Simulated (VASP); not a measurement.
# CsSnI3 (Pm-3m) in VASP: further runs, part 2 of 2

VASP 6.6.1. Earlier steps stand in the parts before.

### Step 4. Single point, LDA

This run uses another cell than the first one, of 47.80 Å³/atom, 0.943 times its volume.

INCAR reads:

```
ALGO = Normal
EDIFF = 1E-6
ENCUT = 520
GGA = CA
ISIF = 2
ISMEAR = -1
LASPH = T
LCHARG = F
LREAL = F
LWAVE = F
NBANDS = 30
NELM = 60
PREC = Accurate
SIGMA = 0.05
```

KPOINTS reads:

```
k-points
0
Gamma
  5 5 5
```

POSCAR reads:

```
CsSnI3
1.0
    6.2057000000      0.0000000000      0.0000000000
    0.0000000000      6.2057000000      0.0000000000
    0.0000000000      0.0000000000      6.2057000000
Cs I Sn
1 3 1
Direct
    0.0000000000      0.0000000000      0.0000000000
    0.5000000000      0.5000000000      0.0000000000
    0.5000000000      0.0000000000      0.5000000000
    0.0000000000      0.5000000000      0.5000000000
    0.5000000000      0.5000000000      0.5000000000
```

Potentials or basis: VASP PAW LDA potentials, release 64 (Cs_sv, I, Sn_d).

Launch:

```bash
> cat potpaw_LDA.64/Cs_sv/POTCAR potpaw_LDA.64/I/POTCAR potpaw_LDA.64/Sn_d/POTCAR > POTCAR
> mpirun -np 1 vasp_std > vasp.out
```

OUTCAR:

```text
EDIFF = 1E-6
   ENCUT = 520
   GGA = CA
   ISIF = 2
   ISMEAR = -1
   LASPH = T
   LREAL = F
   NELM = 60
   PREC = Accurate

 ion  position               nearest neighbor table
   1  0.000  0.000  0.000-
   2  0.500  0.500  0.000-   5 3.10   5 3.10
   3  0.500  0.000  0.500-   5 3.10   5 3.10
   4  0.000  0.500  0.500-   5 3.10   5 3.10
   5  0.500  0.500  0.500-   2 3.10   3 3.10   4 3.10   2 3.10   3 3.10   4 3.10

  LATTYP: Found a simple cubic cell.
 ALAT       =     6.2057000000

  Lattice vectors:

 A1 = (   6.2057000000,   0.0000000000,   0.0000000000)
 A2 = (   0.0000000000,   6.2057000000,   0.0000000000)
 A3 = (   0.0000000000,   0.0000000000,   6.2057000000)

Analysis of symmetry for initial positions (statically):
=====================================================================
 Subroutine PRICEL returns:
 Original cell was already a primitive cell.

 Routine SETGRP: Setting up the symmetry group for a
 simple cubic supercell.

 Subroutine GETGRP returns: Found 48 space group operations
 (whereof 48 operations were pure point group operations)
 out of a pool of 48 trial point group operations.

The static configuration has the point symmetry O_h .

Analysis of symmetry for dynamics (positions and initial velocities):
=====================================================================
 Subroutine PRICEL returns:
 Original cell was already a primitive cell.

 Routine SETGRP: Setting up the symmetry group for a
 simple cubic supercell.

 Subroutine GETGRP returns: Found 48 space group operations
 (whereof 48 operations were pure point group operations)
 out of a pool of 48 trial point group operations.

The dynamic configuration has the point symmetry O_h .

 Subroutine INISYM returns: Found 48 space group operations
 (whereof 48 operations are pure point group operations),
 and found     1 'primitive' translations

----------------------------------------------------------------------------------------

                                     Primitive cell

  volume of cell :     238.9859

  direct lattice vectors                    reciprocal lattice vectors
     6.205700000  0.000000000  0.000000000     0.161142176  0.000000000  0.000000000
     0.000000000  6.205700000  0.000000000     0.000000000  0.161142176  0.000000000
     0.000000000  0.000000000  6.205700000     0.000000000  0.000000000  0.161142176

  length of vectors
     6.205700000  6.205700000  6.205700000     0.161142176  0.161142176  0.161142176

  position of ions in fractional coordinates (direct lattice)
     0.000000000  0.000000000  0.000000000
     0.500000000  0.500000000  0.000000000
     0.500000000  0.000000000  0.500000000
     0.000000000  0.500000000  0.500000000
     0.500000000  0.500000000  0.500000000

  ion indices of the primitive-cell ions
   primitive index   ion index
                 1           1
                 2           2
                 3           3
                 4           4
                 5           5

----------------------------------------------------------------------------------------

 KPOINTS: k-points

Automatic generation of k-mesh.
 Grid dimensions read from file:
 generate k-points for:    5    5    5

 Generating k-lattice:

  Cartesian coordinates                     Fractional coordinates (reciprocal lattice)
     0.032228435  0.000000000  0.000000000     0.200000000  0.000000000  0.000000000
     0.000000000  0.032228435  0.000000000     0.000000000  0.200000000  0.000000000
     0.000000000  0.000000000  0.032228435     0.000000000  0.000000000  0.200000000

  Length of vectors
     0.032228435  0.032228435  0.032228435

  Shift w.r.t. Gamma in fractional coordinates (k-lattice)
     0.000000000  0.000000000  0.000000000

 Subroutine IBZKPT returns following result:
 ===========================================

 Found     10 irreducible k-points:

 Following reciprocal coordinates:
            Coordinates               Weight
  0.000000  0.000000  0.000000      1.000000
  0.200000  0.000000  0.000000      6.000000
  0.400000  0.000000  0.000000      6.000000
  0.200000  0.200000  0.000000     12.000000
  0.400000  0.200000  0.000000     24.000000
  0.400000  0.400000  0.000000     12.000000
  0.200000  0.200000  0.200000      8.000000
  0.400000  0.200000  0.200000     24.000000
  0.400000  0.400000  0.200000     24.000000
  0.400000  0.400000  0.400000      8.000000
   k-points           NKPTS =     10   k-points in BZ     NKDIM =     10   number of bands    NBANDS=     30
   number of dos      NEDOS =    301   number of ions     NIONS =      5
   total plane-waves  NPLWV = 110592
   dimension x,y,z NGX =    48 NGY =   48 NGZ =   48
   dimension x,y,z NGXF=    96 NGYF=   96 NGZF=   96
   ions per type =               1   3   1
   NGX,Y,Z   is equivalent  to a cutoff of  12.86, 12.86, 12.86 a.u.
   NGXF,Y,Z  is equivalent  to a cutoff of  25.72, 25.72, 25.72 a.u.
 SYSTEM =  unknown system
   PREC   = accura    normal or accurate (medium, high low for compatibility)
   ISTART =      0    job   : 0-new  1-cont  2-samecut
   ICHARG =      2    charge: 1-file 2-atom 10-const
   ISPIN  =      1    spin polarized calculation?
   LNONCOLLINEAR =      F non collinear calculations
   LSORBIT =      F    spin-orbit coupling
   LASPH  =      T    aspherical Exc in radial PAW
   ENCUT  =  520.0 eV  38.22 Ry    6.18 a.u.  11.54 11.54 11.54*2*pi/ulx,y,z
   NELM   =     60;   NELMIN=  2; NELMDL= -5     # of ELM steps
   EDIFF  = 0.1E-05   stopping-criterion for ELM
   LREAL  =      F    real-space projection
   EDIFFG = 0.1E-04   stopping-criterion for IOM
   NSW    =      0    number of steps for IOM
   IBRION =     -1    ionic relax: 0-MD 1-quasi-New 2-CG
   NFREE  =      0    steps in history (QN), initial steepest desc. (CG)
   ISIF   =      2    stress and relaxation
   ISYM   =      2    0-nonsym 1-usesym 2-fastsym
   POTIM  = 0.5000    time-step for ionic-motion
   TEBEG  =    0.0;   TEEND  =   0.0 temperature during run
   PSTRESS=    0.0 pullay stress
   NELECT =      44.0000    total number of electrons
   NUPDOWN=      -1.0000    fix difference up-down
   EMIN   =  10.00;   EMAX   =-10.00  energy-range for DOS
   EFERMI =   0.00;   METHOD = LEGACY
   ISMEAR =    -1;   SIGMA  =   0.05  broadening in eV -4-tet -1-fermi 0-gaus
   EFERMI_NEDOS =   21; number of points for ismear=-14 and -15
   IALGO  =     38    algorithm
   IMIX   =      4    mixing-type and parameters
     AMIX     =   0.40;   BMIX     =  1.00
     AMIX_MAG =   1.60;   BMIX_MAG =  1.00
  volume/ion in A,a.u.               =      47.80       322.55
  Fermi-wavevector in a.u.,A,eV,Ry     =   0.931326  1.759950 11.801253  0.867368
  Thomas-Fermi vector in A             =   2.057807
   LORBIT       =      0    0 simple, 1 ext, 2 COOP (PROOUT), +10 PAW based schemes
   GGA     = CA    functional components
   LHFCALC =     F    Hartree Fock is set to
   AEXX    =    0.0000 exact exchange contribution
   IVDW    =     0    specifies the selected vdW correction
   LEPSILON=     F    determine dielectric tensor
   LRPA    =     F    only Hartree local field effects (RPA)
 non-spin polarized calculation
  energy-cutoff  :      520.00
  volume of cell :      238.99
 maximum number of plane-waves:      6455
 NGX is ok and might be reduce to    48
   NGX = 23   NGY = 23   NGZ = 23

 number of electron      43.9999983 magnetization

 Free energy of the ion-electron system (eV)
  ---------------------------------------------------
  ext. energy  EPLUGINS =         0.00000000
  ---------------------------------------------------
  free energy    TOTEN  =       -16.04345736 eV

  energy without entropy =      -16.04345735  energy(sigma->0) =      -16.04345736

 E-fermi :   2.5572     XC(G=0):  -7.8835

 val. band max:        1.7093566347   @ k =   0.4000   0.4000   0.4000
 cond. band min:       3.4397811094   @ k =   0.4000   0.4000   0.4000
 fundamental gap:      1.7304244747
 Fermi energy:         2.5571756295

 k-point     1 :       0.0000    0.0000    0.0000
  band No.  band energies     occupation
      1     -19.5442      2.00000
      2     -19.3171      2.00000
      3     -19.3171      2.00000
      4     -19.2920      2.00000
      5     -19.2920      2.00000
      6     -19.2920      2.00000
[... 319 lines left out ...]
     29       6.6374      0.00000
     30       7.6622      0.00000

------------------------ aborting loop because EDIFF is reached ----------------------------------------

  FORCE on cell =-STRESS in cart. coord.  units (eV):
  Direction    XX          YY          ZZ          XY          YZ          ZX
  --------------------------------------------------------------------------------------
  -------------------------------------------------------------------------------------
  Total       -2.3418830     -2.3418830     -2.3418830      0.0000000      0.0000000      0.0000000
  in kB      -15.7001375    -15.7001375    -15.7001375      0.0000000      0.0000000      0.0000000
  external PRESSURE =     -15.7001375 kB  Pullay stress =       0.0000000 kB

 VOLUME and BASIS-vectors are now :
 -----------------------------------------------------------------------------
  energy-cutoff  :      520.00
  volume of cell :      238.99
      direct lattice vectors                 reciprocal lattice vectors
     6.205700000  0.000000000  0.000000000     0.161142176  0.000000000  0.000000000
     0.000000000  6.205700000  0.000000000     0.000000000  0.161142176  0.000000000
     0.000000000  0.000000000  6.205700000     0.000000000  0.000000000  0.161142176

 POSITION                                       TOTAL-FORCE (eV/Angst)
 -----------------------------------------------------------------------------------
      0.00000      0.00000      0.00000         0.000000      0.000000      0.000000
      3.10285      3.10285      0.00000         0.000000      0.000000      0.000000
      3.10285      0.00000      3.10285         0.000000      0.000000      0.000000
      0.00000      3.10285      3.10285         0.000000      0.000000      0.000000
      3.10285      3.10285      3.10285         0.000000      0.000000      0.000000
 -----------------------------------------------------------------------------------
    total drift:                                0.000000     -0.000000     -0.000000

  FREE ENERGIE OF THE ION-ELECTRON SYSTEM (eV)
  ---------------------------------------------------
  free  energy   TOTEN  =       -16.0434573611 eV

  energy  without entropy=      -16.0434573508  energy(sigma->0) =      -16.04345736
```

OSZICAR:

```text
N       E                     dE             d eps       ncg     rms          rms(c)
DAV:   1     0.343098854084E+03    0.34310E+03   -0.18153E+04   600   0.134E+03
DAV:   2     0.310750103955E+02   -0.31202E+03   -0.29761E+03   670   0.279E+02
DAV:   3    -0.143124815768E+02   -0.45387E+02   -0.44963E+02   710   0.119E+02
DAV:   4    -0.162438317811E+02   -0.19314E+01   -0.19261E+01   752   0.273E+01
DAV:   5    -0.163109966754E+02   -0.67165E-01   -0.67156E-01   870   0.516E+00    0.434E+00
DAV:   6    -0.160795256598E+02    0.23147E+00   -0.34701E-01   792   0.316E+00    0.284E+00
DAV:   7    -0.160462322567E+02    0.33293E-01   -0.22473E-01   758   0.189E+00    0.890E-01
DAV:   8    -0.160438910252E+02    0.23412E-02   -0.36534E-02   730   0.118E+00    0.268E-01
DAV:   9    -0.160435826657E+02    0.30836E-03   -0.35930E-03   778   0.425E-01    0.758E-02
DAV:  10    -0.160434743258E+02    0.10834E-03   -0.38598E-04   772   0.117E-01    0.336E-02
DAV:  11    -0.160434633669E+02    0.10959E-04   -0.24093E-04   768   0.899E-02    0.360E-02
DAV:  12    -0.160434579483E+02    0.54186E-05   -0.29755E-05   728   0.230E-02    0.228E-02
DAV:  13    -0.160434573611E+02    0.58718E-06   -0.20470E-06   640   0.803E-03
   1 F= -.16043457E+02 E0= -.16043457E+02  d E =-.103214E-07
```

stdout:

```text
POSCAR found type information on POSCAR CsI Sn
 POSCAR found :  3 types and       5 ions
 scaLAPACK will be used
 LDA part: xc-table for (Slater(with rela. corr.)+CA(PZ))
 , standard interpolation
 POSCAR, INCAR and KPOINTS ok, starting setup
 FFT: planning ... GRIDC
 FFT: planning ... GRID_SOFT
 FFT: planning ... GRID
 WAVECAR not read
 entering main loop
```

Run time: 73 s. Hardware: 1 thread of Intel Xeon Platinum 8488C (Sapphire Rapids), shared host; peak memory 0.29 GiB.

What came out:

| Property | Result |
| --- | --- |
| Free energy | -16.0435 eV |
| Pressure | -1.6 GPa |
| Band gap on the k mesh | 1.73 eV, direct |

Caveat: spin-orbit coupling is left out, which moves the levels of the heavy elements.

### Step 5. Single point, PBE

This run uses another cell than the first one, of 47.80 Å³/atom, 0.943 times its volume.

INCAR reads:

```
SYSTEM = CsSnI3
ALGO     = Normal         ! electronic algorithm
EDIFF    = 1E-6           ! SCF threshold, eV
ENCUT    = 520            ! plane-wave cutoff, eV
GGA      = PE             ! functional
ISIF     = 2              ! what is computed and relaxed
ISMEAR   = -1             ! smearing method
LASPH    = .TRUE.         ! aspherical terms in the spheres
LCHARG   = .TRUE.         ! write CHGCAR
LELF     = .TRUE.         ! ELF
LREAL    = .FALSE.        ! projectors in reciprocal space
LVHAR    = .TRUE.       
LWAVE    = .FALSE.        ! write WAVECAR
NBANDS   = 30             ! bands
NELM     = 100            ! most SCF steps
PREC     = Accurate       ! precision mode
SIGMA    = 0.05           ! smearing width, eV
```

KPOINTS reads:

```
k-points
0
G
  5 5 5
  0 0 0
```

POSCAR is that of step 4.

Potentials or basis: VASP PAW PBE potentials, release 64 (Cs_sv, I, Sn_d).

Launch:

```bash
> cat potpaw_PBE.64/Cs_sv/POTCAR potpaw_PBE.64/I/POTCAR potpaw_PBE.64/Sn_d/POTCAR > POTCAR
> mpirun -np 1 vasp_std > vasp.out
```

OUTCAR:

```text
SYSTEM = CsSnI3
   EDIFF = 1E-6
   ENCUT = 520
   GGA = PE
   ISIF = 2
   ISMEAR = -1
   LASPH = .TRUE.
   LREAL = .FALSE.
   NELM = 100
   PREC = Accurate

 ion  position               nearest neighbor table
   1  0.000  0.000  0.000-
   2  0.500  0.500  0.000-   5 3.10   5 3.10
   3  0.500  0.000  0.500-   5 3.10   5 3.10
   4  0.000  0.500  0.500-   5 3.10   5 3.10
   5  0.500  0.500  0.500-   2 3.10   3 3.10   4 3.10   2 3.10   3 3.10   4 3.10

  LATTYP: Found a simple cubic cell.
 ALAT       =     6.2057000000

  Lattice vectors:

 A1 = (   6.2057000000,   0.0000000000,   0.0000000000)
 A2 = (   0.0000000000,   6.2057000000,   0.0000000000)
 A3 = (   0.0000000000,   0.0000000000,   6.2057000000)

Analysis of symmetry for initial positions (statically):
=====================================================================
 Subroutine PRICEL returns:
 Original cell was already a primitive cell.

 Routine SETGRP: Setting up the symmetry group for a
 simple cubic supercell.

 Subroutine GETGRP returns: Found 48 space group operations
[... 155 lines left out ...]

 E-fermi :   2.8533     XC(G=0):  -7.5248

 val. band max:        1.9980625155   @ k =   0.4000   0.4000   0.4000
 cond. band min:       3.7435546467   @ k =   0.4000   0.4000   0.4000
 fundamental gap:      1.7454921312
 Fermi energy:         2.8533327208

 k-point     1 :       0.0000    0.0000    0.0000
  band No.  band energies     occupation
      1     -19.4323      2.00000
      2     -19.1953      2.00000
      3     -19.1953      2.00000
      4     -19.1749      2.00000
      5     -19.1749      2.00000
      6     -19.1749      2.00000
[... 319 lines left out ...]
     29       7.0093      0.00000
     30       7.9960      0.00000

------------------------ aborting loop because EDIFF is reached ----------------------------------------

  FORCE on cell =-STRESS in cart. coord.  units (eV):
  Direction    XX          YY          ZZ          XY          YZ          ZX
  --------------------------------------------------------------------------------------
  -------------------------------------------------------------------------------------
  Total        0.7771878      0.7771878      0.7771878      0.0000000     -0.0000000      0.0000000
  in kB        5.2103178      5.2103178      5.2103178      0.0000000     -0.0000000      0.0000000
  external PRESSURE =       5.2103178 kB  Pullay stress =       0.0000000 kB

 VOLUME and BASIS-vectors are now :
 -----------------------------------------------------------------------------
  energy-cutoff  :      520.00
  volume of cell :      238.99
      direct lattice vectors                 reciprocal lattice vectors
     6.205700000  0.000000000  0.000000000     0.161142176  0.000000000  0.000000000
     0.000000000  6.205700000  0.000000000     0.000000000  0.161142176  0.000000000
     0.000000000  0.000000000  6.205700000     0.000000000  0.000000000  0.161142176

 POSITION                                       TOTAL-FORCE (eV/Angst)
 -----------------------------------------------------------------------------------
      0.00000      0.00000      0.00000         0.000000      0.000000      0.000000
      3.10285      3.10285      0.00000         0.000000      0.000000      0.000000
      3.10285      0.00000      3.10285         0.000000      0.000000      0.000000
      0.00000      3.10285      3.10285         0.000000      0.000000      0.000000
      3.10285      3.10285      3.10285         0.000000      0.000000      0.000000
 -----------------------------------------------------------------------------------
    total drift:                                0.000000     -0.000000     -0.000000

  FREE ENERGIE OF THE ION-ELECTRON SYSTEM (eV)
  ---------------------------------------------------
  free  energy   TOTEN  =       -14.0495689531 eV

  energy  without entropy=      -14.0495689441  energy(sigma->0) =      -14.04956895
```

OSZICAR:

```text
N       E                     dE             d eps       ncg     rms          rms(c)
DAV:   1     0.346621997845E+03    0.34662E+03   -0.18152E+04   600   0.134E+03
DAV:   2     0.312921810318E+02   -0.31533E+03   -0.30139E+03   678   0.280E+02
DAV:   3    -0.124149264890E+02   -0.43707E+02   -0.43320E+02   702   0.117E+02
DAV:   4    -0.142356981795E+02   -0.18208E+01   -0.18157E+01   760   0.271E+01
DAV:   5    -0.142975536379E+02   -0.61855E-01   -0.61849E-01   874   0.492E+00    0.436E+00
DAV:   6    -0.140645276446E+02    0.23303E+00   -0.37198E-01   800   0.313E+00    0.287E+00
DAV:   7    -0.140460094472E+02    0.18518E-01   -0.27322E-01   752   0.205E+00    0.985E-01
DAV:   8    -0.140493384413E+02   -0.33290E-02   -0.40500E-02   744   0.138E+00    0.313E-01
DAV:   9    -0.140492764628E+02    0.61978E-04   -0.28479E-03   742   0.400E-01    0.127E-01
DAV:  10    -0.140495273271E+02   -0.25086E-03   -0.61804E-04   730   0.121E-01    0.444E-02
DAV:  11    -0.140495709921E+02   -0.43665E-04   -0.28338E-04   738   0.109E-01    0.376E-02
DAV:  12    -0.140495717187E+02   -0.72659E-06   -0.29240E-05   752   0.264E-02    0.268E-02
DAV:  13    -0.140495699318E+02    0.17869E-05   -0.18177E-06   574   0.966E-03    0.117E-02
DAV:  14    -0.140495688360E+02    0.10959E-05   -0.40358E-06   694   0.133E-02    0.215E-03
DAV:  15    -0.140495689531E+02   -0.11711E-06   -0.32316E-07   426   0.256E-03
   1 F= -.14049569E+02 E0= -.14049569E+02  d E =-.893482E-08
```

Run time: 92 s. Hardware: 1 thread of Intel Xeon Platinum 8488C (Sapphire Rapids), shared host; peak memory 0.35 GiB.

What came out:

```
Free energy            : -14.0496 eV
Pressure               : 0.5 GPa
Band gap on the k mesh : 1.75 eV, direct
```

Caveat: spin-orbit coupling is left out, which moves the levels of the heavy elements. A k mesh can miss the band edges.

### Step 6. The runs side by side

| level | potentials or basis | cell | gap on the mesh (eV) | pressure (GPa) |
| --- | --- | --- | --- | --- |
| LDA | VASP PAW LDA potentials, release 64 (Cs_sv, I, Sn_d) | a = 6.327 Å, 5 atoms | 1.78 | -2.2 |
| PBEsol | VASP PAW PBE potentials, release 64 (Cs_sv, I, Sn_d) | a = 6.327 Å, 5 atoms | 1.78 | -1.5 |
| LDA | VASP PAW LDA potentials, release 64 (Cs_sv, I, Sn_d) | a = 6.206 Å, 5 atoms | 1.73 | -1.6 |
| PBE | VASP PAW PBE potentials, release 64 (Cs_sv, I, Sn_d) | a = 6.206 Å, 5 atoms | 1.75 | 0.5 |

Alike in all rows: task single point; no spin polarisation; k mesh 5 × 5 × 5; cutoff (eV) 520; smearing fermi-dirac 0.05 eV.

Caveats: spin-orbit coupling is left out, which moves the levels of the heavy elements; the PAW data sets were made with another functional, which shifts forces and pressure a little (some runs).

Absolute energies hang on the potentials; compare differences alone.
